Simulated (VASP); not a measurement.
# NiO2 (P-3m1) in VASP: single point with LDA+U

Aim: the single point of NiO2 with LDA+U.

All numbers are computed with VASP 6.6.1; they aren't measurements. Logs are shortened: lines on timing, memory, paths and dates and some standing lists are left out, and cuts for length are marked.

## (1) The cell of the first run

Symmetry: P-3m1, No. 164, trigonal system. Conventional cell: a = 2.680 Å, b = 2.680 Å, c = 4.324 Å, α = 90.00°, β = 90.00°, γ = 120.00°. Ni (site symmetry -3m) has 6 O at 1.89 Å within 2.5 Å. O (site symmetry 3m) has 3 Ni at 1.89 Å within 2.5 Å.

## (2) Single point, LDA+U, collinear spin, ferromagnetic start

Contents of INCAR:

```
SYSTEM = NiO2
  ALGO = Normal
  EDIFF = 1E-6
  ENCUT = 700
  GGA_COMPAT = .FALSE.
  ISIF = 2
  ISMEAR = 0
  ISPIN = 2
  LASPH = .TRUE.
  LCHARG = .FALSE.
  LDAU = .TRUE.
  LDAUJ = 0.5 0
  LDAUL = 2 -1
  LDAUPRINT = 1
  LDAUTYPE = 1
  LDAUU = 4 0
  LMAXMIX = 4
  LORBIT = 11
  LREAL = .FALSE.
  LWAVE = .FALSE.
  MAGMOM = 4 4 0 0 0 0
  NBANDS = 43
  NELM = 200
  PREC = Accurate
  SIGMA = 0.05
```

Contents of KPOINTS:

```
k-points
0
G
  8 8 3
  0 0 0
```

Contents of POSCAR:

```
NiO2
1.0
    2.6800879700      0.0000000000      0.0000000000
   -1.3400439800      2.3210242600      0.0000000000
    0.0000000000      0.0000000000      8.6470762600
Ni O
2 4
Direct
    0.0000000000      0.0000000000      0.0000000000
    0.0000000000      0.0000000000      0.5000000000
    0.3333333333      0.6666666667      0.1260000000
    0.6666666667      0.3333333333      0.3740000000
    0.3333333333      0.6666666667      0.6260000000
    0.6666666667      0.3333333333      0.8740000000
```

Potentials or basis: VASP PAW LDA potentials, release 64 (Ni_sv_GW, O).

Command:

```bash
$ cat potpaw_LDA.64/Ni_sv_GW/POTCAR potpaw_LDA.64/O/POTCAR > POTCAR
$ mpirun -np 1 vasp_std > vasp.out
```

OUTCAR:

```text
SYSTEM = NiO2
   EDIFF = 1E-6
   ENCUT = 700
   ISIF = 2
   ISMEAR = 0
   ISPIN = 2
   LASPH = .TRUE.
   LORBIT = 11
   LREAL = .FALSE.
   NELM = 200
   PREC = Accurate

 ion  position               nearest neighbor table
   1  0.000  0.000  0.000-   3 1.89   6 1.89   6 1.89   3 1.89   6 1.89   3 1.89
   2  0.000  0.000  0.500-   5 1.89   4 1.89   5 1.89   4 1.89   4 1.89   5 1.89
   3  0.333  0.667  0.126-   1 1.89   1 1.89   1 1.89
   4  0.667  0.333  0.374-   2 1.89   2 1.89   2 1.89
   5  0.333  0.667  0.626-   2 1.89   2 1.89   2 1.89
   6  0.667  0.333  0.874-   1 1.89   1 1.89   1 1.89

  LATTYP: Found a hexagonal cell.
 ALAT       =     2.6800879700
 C/A-ratio  =     3.2264150867

  Lattice vectors:

 A1 = (   2.6800879700,   0.0000000000,   0.0000000000)
 A2 = (  -1.3400439800,   2.3210242600,   0.0000000000)
 A3 = (   0.0000000000,   0.0000000000,   8.6470762600)

Analysis of symmetry for initial positions (statically):
=====================================================================
 Subroutine PRICEL returns following result:

  LATTYP: Found a hexagonal cell.
 ALAT       =     2.6800879700
 C/A-ratio  =     1.6132075433
[... 12 lines left out ...]
 Subroutine GETGRP returns: Found 12 space group operations
 (whereof 12 operations were pure point group operations)
 out of a pool of 24 trial point group operations.

The static configuration has the point symmetry D_3d.

Analysis of symmetry for dynamics (positions and initial velocities):
=====================================================================
 Subroutine PRICEL returns following result:

  LATTYP: Found a hexagonal cell.
 ALAT       =     2.6800879700
 C/A-ratio  =     1.6132075433
[... 12 lines left out ...]
 Subroutine GETGRP returns: Found 12 space group operations
 (whereof 12 operations were pure point group operations)
 out of a pool of 24 trial point group operations.

The dynamic configuration has the point symmetry D_3d.

Analysis of structural, dynamic, and magnetic symmetry:
=====================================================================
 Subroutine PRICEL returns following result:

  LATTYP: Found a hexagonal cell.
 ALAT       =     2.6800879700
 C/A-ratio  =     1.6132075433
[... 12 lines left out ...]
 Subroutine GETGRP returns: Found 12 space group operations
 (whereof 12 operations were pure point group operations)
 out of a pool of 24 trial point group operations.

The overall configuration has the point symmetry D_3d.

 Subroutine INISYM returns: Found 12 space group operations
 (whereof 12 operations are pure point group operations),
 and found     2 'primitive' translations

----------------------------------------------------------------------------------------

                                     Primitive cell

  volume of cell :      26.8948

  direct lattice vectors                    reciprocal lattice vectors
     2.680087970  0.000000000  0.000000000     0.373122081  0.215422134  0.000000000
    -1.340043980  2.321024260  0.000000000     0.000000000  0.430844269  0.000000000
     0.000000000  0.000000000  4.323538130     0.000000000  0.000000000  0.231292051

  length of vectors
     2.680087970  2.680087962  4.323538130     0.430844267  0.430844269  0.231292051

  position of ions in fractional coordinates (direct lattice)
     0.000000000  0.000000000  0.000000000
     0.333333333  0.666666667  0.252000000
     0.666666667  0.333333333  0.748000000

[... 148 lines left out ...]
  o =  0.9351  v =  0.0000  0.0000  0.0000  0.0000  0.0000  0.7831  0.1825  0.0000  0.5298  0.2697      0.0000  0.0000  0.0000  0.0000  0.0000  0.0000  0.0000  0.0000  0.0000  0.0000
  o =  0.9351  v =  0.2697 -0.5298 -0.0000  0.1825 -0.7831  0.0000  0.0000  0.0000  0.0000  0.0000      0.0000  0.0000  0.0000  0.0000  0.0000  0.0000  0.0000  0.0000  0.0000  0.0000
  o =  0.9351  v =  0.7831  0.1825  0.0000  0.5298  0.2697  0.0000  0.0000  0.0000  0.0000  0.0000      0.0000  0.0000  0.0000  0.0000  0.0000  0.0000  0.0000  0.0000  0.0000  0.0000
  o =  0.9370  v =  0.0000  0.0000  0.0000  0.0000  0.0000 -0.0000 -0.0000  1.0000 -0.0000 -0.0000      0.0000  0.0000  0.0000  0.0000  0.0000  0.0000  0.0000  0.0000  0.0000  0.0000
  o =  0.9370  v = -0.0000 -0.0000  1.0000 -0.0000 -0.0000  0.0000  0.0000  0.0000  0.0000  0.0000      0.0000  0.0000  0.0000  0.0000  0.0000  0.0000  0.0000  0.0000  0.0000  0.0000

atom =   2  type =  1  l = 2

 onsite density matrix

spin component  1

  0.8062 -0.0000 -0.0000  0.1906  0.0000
 -0.0000  0.6534 -0.0000  0.0000  0.1906
 -0.0000 -0.0000  0.9370 -0.0000 -0.0000
  0.1906  0.0000 -0.0000  0.6534  0.0000
  0.0000  0.1906 -0.0000  0.0000  0.8062

spin component  2

  0.8062 -0.0000 -0.0000  0.1906  0.0000
 -0.0000  0.6535 -0.0000  0.0000  0.1906
 -0.0000 -0.0000  0.9370 -0.0000 -0.0000
  0.1906  0.0000 -0.0000  0.6535  0.0000
  0.0000  0.1906 -0.0000  0.0000  0.8062

 occupancies and eigenvectors

  o =  0.5244  v = -0.1825 -0.7831  0.0000  0.2697  0.5298  0.0000  0.0000  0.0000  0.0000  0.0000      0.0000  0.0000  0.0000  0.0000  0.0000  0.0000  0.0000  0.0000  0.0000  0.0000
  o =  0.5244  v = -0.5298  0.2697 -0.0000  0.7831 -0.1825  0.0000  0.0000  0.0000  0.0000  0.0000      0.0000  0.0000  0.0000  0.0000  0.0000  0.0000  0.0000  0.0000  0.0000  0.0000
  o =  0.5245  v =  0.0000  0.0000  0.0000  0.0000  0.0000 -0.1825 -0.7831  0.0000  0.2697  0.5298      0.0000  0.0000  0.0000  0.0000  0.0000  0.0000  0.0000  0.0000  0.0000  0.0000
  o =  0.5245  v =  0.0000  0.0000  0.0000  0.0000  0.0000 -0.5298  0.2697 -0.0000  0.7831 -0.1825      0.0000  0.0000  0.0000  0.0000  0.0000  0.0000  0.0000  0.0000  0.0000  0.0000
  o =  0.9351  v =  0.0000  0.0000  0.0000  0.0000  0.0000  0.2697 -0.5298 -0.0000  0.1825 -0.7831      0.0000  0.0000  0.0000  0.0000  0.0000  0.0000  0.0000  0.0000  0.0000  0.0000
  o =  0.9351  v =  0.0000  0.0000  0.0000  0.0000  0.0000  0.7831  0.1825  0.0000  0.5298  0.2697      0.0000  0.0000  0.0000  0.0000  0.0000  0.0000  0.0000  0.0000  0.0000  0.0000
  o =  0.9351  v =  0.2697 -0.5298 -0.0000  0.1825 -0.7831  0.0000  0.0000  0.0000  0.0000  0.0000      0.0000  0.0000  0.0000  0.0000  0.0000  0.0000  0.0000  0.0000  0.0000  0.0000
  o =  0.9351  v =  0.7831  0.1825  0.0000  0.5298  0.2697  0.0000  0.0000  0.0000  0.0000  0.0000      0.0000  0.0000  0.0000  0.0000  0.0000  0.0000  0.0000  0.0000  0.0000  0.0000
  o =  0.9370  v =  0.0000  0.0000  0.0000  0.0000  0.0000 -0.0000 -0.0000  1.0000 -0.0000 -0.0000      0.0000  0.0000  0.0000  0.0000  0.0000  0.0000  0.0000  0.0000  0.0000  0.0000
  o =  0.9370  v = -0.0000 -0.0000  1.0000 -0.0000 -0.0000  0.0000  0.0000  0.0000  0.0000  0.0000      0.0000  0.0000  0.0000  0.0000  0.0000  0.0000  0.0000  0.0000  0.0000  0.0000

 number of electron      59.9999959 magnetization       0.0000948

 Free energy of the ion-electron system (eV)
  ---------------------------------------------------
  ext. energy  EPLUGINS =         0.00000000
  ---------------------------------------------------
  free energy    TOTEN  =       -36.55140285 eV

  energy without entropy =      -36.55140285  energy(sigma->0) =      -36.55140285

 E-fermi :   3.4350     XC(G=0): -12.8345

 val. band max:        3.2116876241   @ k =   0.0000   0.1250   0.3333
 cond. band min:       4.2342760625   @ k =   0.2500   0.0000   0.3333
 fundamental gap:      1.0225884384
 Fermi energy:         3.4350227193

 spin component 1

 k-point     1 :       0.0000    0.0000    0.0000
  band No.  band energies     occupation
      1     -99.3500      1.00000
      2     -99.3497      1.00000
      3     -60.3044      1.00000
      4     -60.3042      1.00000
      5     -60.3024      1.00000
      6     -60.3024      1.00000
[... 1069 lines left out ...]
     41      19.1323      0.00000
     42      19.3459      0.00000

 [... further k-points ...]

 spin component 2

 k-point     1 :       0.0000    0.0000    0.0000
  band No.  band energies     occupation
      1     -99.3503      1.00000
      2     -99.3500      1.00000
      3     -60.3047      1.00000
      4     -60.3045      1.00000
      5     -60.3027      1.00000
      6     -60.3027      1.00000
[... 1069 lines left out ...]
     41      19.1323      0.00000
     42      19.3461      0.00000

 [... further k-points ...]

 [bands above 42 left out]

------------------------ aborting loop because EDIFF is reached ----------------------------------------

  FORCE on cell =-STRESS in cart. coord.  units (eV):
  Direction    XX          YY          ZZ          XY          YZ          ZX
  --------------------------------------------------------------------------------------
  -------------------------------------------------------------------------------------
  Total       -0.6853868     -0.6853867     -9.5944891     -0.0000000      0.0000000      0.0000000
  in kB      -20.4149476    -20.4149475   -285.7817031     -0.0000000      0.0000000      0.0000000
  external PRESSURE =    -108.8705327 kB  Pullay stress =       0.0000000 kB

 VOLUME and BASIS-vectors are now :
 -----------------------------------------------------------------------------
  energy-cutoff  :      700.00
  volume of cell :       53.79
      direct lattice vectors                 reciprocal lattice vectors
     2.680087970  0.000000000  0.000000000     0.373122081  0.215422134  0.000000000
    -1.340043980  2.321024260  0.000000000     0.000000000  0.430844269  0.000000000
     0.000000000  0.000000000  8.647076260     0.000000000  0.000000000  0.115646025

 POSITION                                       TOTAL-FORCE (eV/Angst)
 -----------------------------------------------------------------------------------
      0.00000      0.00000      0.00000        -0.000000     -0.000000      0.000000
      0.00000      0.00000      4.32354        -0.000000      0.000000      0.000000
      0.00000      1.54735      1.08953        -0.000000      0.000000     -2.408240
      1.34004      0.77367      3.23401         0.000000      0.000000      2.408240
      0.00000      1.54735      5.41307        -0.000000     -0.000000     -2.408240
      1.34004      0.77367      7.55754         0.000000     -0.000000      2.408240
 -----------------------------------------------------------------------------------
    total drift:                               -0.000000      0.000000      0.000000

  FREE ENERGIE OF THE ION-ELECTRON SYSTEM (eV)
  ---------------------------------------------------
  free  energy   TOTEN  =       -36.5514028541 eV

  energy  without entropy=      -36.5514028541  energy(sigma->0) =      -36.55140285

 total charge

# of ion       s       p       d       f       tot
--------------------------------------------------
    1        2.232   6.451   7.681   0.025  16.388
    2        2.232   6.451   7.681   0.025  16.388
    3        1.585   3.282   0.000   0.000   4.867
    4        1.585   3.282   0.000   0.000   4.867
    5        1.585   3.282   0.000   0.000   4.867
    6        1.585   3.282   0.000   0.000   4.867
--------------------------------------------------
tot         10.805  26.028  15.362   0.050  52.245

 magnetization (x)

# of ion       s       p       d       f       tot
--------------------------------------------------
    1       -0.000  -0.000  -0.000  -0.000  -0.000
    2       -0.000  -0.000  -0.000  -0.000  -0.000
    3        0.000   0.000   0.000   0.000   0.000
    4        0.000   0.000   0.000   0.000   0.000
    5        0.000   0.000   0.000   0.000   0.000
    6        0.000   0.000   0.000   0.000   0.000
--------------------------------------------------
tot          0.000   0.000  -0.000  -0.000  -0.000
```

Run time: 4.6 min. Hardware: 1 thread of Intel Xeon Platinum 8259CL at 2.50GHz (Skylake/Cascade Lake), shared host; peak memory 0.28 GiB.

Results:

* Free energy: -36.5514 eV
* Pressure: -10.9 GPa
* Largest force: 2.408 eV/Å
* Band gap on the k mesh: 1.02 eV
* Net moment: 0.00 μB per cell
* Valence electrons inside the program's atomic spheres: Ni 16.39; O 4.87

Forces on the atoms (eV/Å):
```
Ni   0.000  0.000  0.000
Ni   0.000  0.000  0.000
O    0.000  0.000 -2.408
O    0.000  0.000  2.408
O    0.000  0.000 -2.408
O    0.000  0.000  2.408
```

Stress tensor (GPa, compression positive):
```
 -2.04   0.00   0.00
  0.00  -2.04   0.00
  0.00   0.00 -28.58
```

Eigenvalues of the final occupation matrices:
```
    site  spin  trace               eigenvalues
site 1 d     1   3.86  0.52 0.52 0.94 0.94 0.94
site 1 d     2   3.86  0.52 0.52 0.94 0.94 0.94
site 2 d     1   3.86  0.52 0.52 0.94 0.94 0.94
site 2 d     2   3.86  0.52 0.52 0.94 0.94 0.94
```

Caveat: the stress differs along the axes, from -29 to -2 GPa; the moments typed at the start vanished in this run; forces of over 1 eV/Å act on the atoms, so gaps and moduli don't describe the material at rest. The state reached can hang on the start; a lower one may exist.
